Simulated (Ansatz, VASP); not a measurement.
**One calculation of TiSi2, two programs**

```
Ti Si
1.0
     1.69496   -6.60783    0.00000
     1.69496    6.60783    0.00000
     0.00000    0.00000    3.42722
Ti Si
2 4
Cartesian
  1.6950 -5.2534 2.5704
  1.6950 5.2534 0.8568
  1.6950 -0.7927 2.5704
  1.6950 0.7927 0.8568
  1.6950 3.3076 2.5704
  1.6950 -3.3076 0.8568
```

Change from the starting cell: volume 12.795 Å^3 an atom, stretch along b over the lengths across it, relative to the relaxed cell 1.0271.

Alike in both runs: task single point; functional PBEsol; k mesh 14 × 14 × 12; occupations gaussian, width 0.15 eV; no spin polarisation.

```csv
,VASP,Ansatz
version,VASP 6.6.1,Ansatz 0.2.0
potentials or method,"VASP PAW PBE potentials, release 64 (Ti_sv, Si), cutoff 520 eV","scalar-relativistic, plane waves, PAW"
valence electrons in the cell,40,40
```

|  | VASP | Ansatz | Ansatz less VASP |
| --- | --- | --- | --- |
| gap on the k mesh at the Fermi level (eV) | none | none | - |
| pressure (GPa) | 15.8 | 15.7 | -0.14 |
| traceless stress, the component that is largest in VASP (GPa) | -7.25 | -7.19 | +0.061 |
| rms of the force components (eV/Å) | 0.047 | 0.047 | -0.0003 |

VASP's potentials were made for PBE, not for PBEsol, and Ansatz warns of the same on its side. Atom by atom the forces differ by 0.000 eV/Å (rms over components). A gap of «none» marks a metal or a gap that the smearing closes.
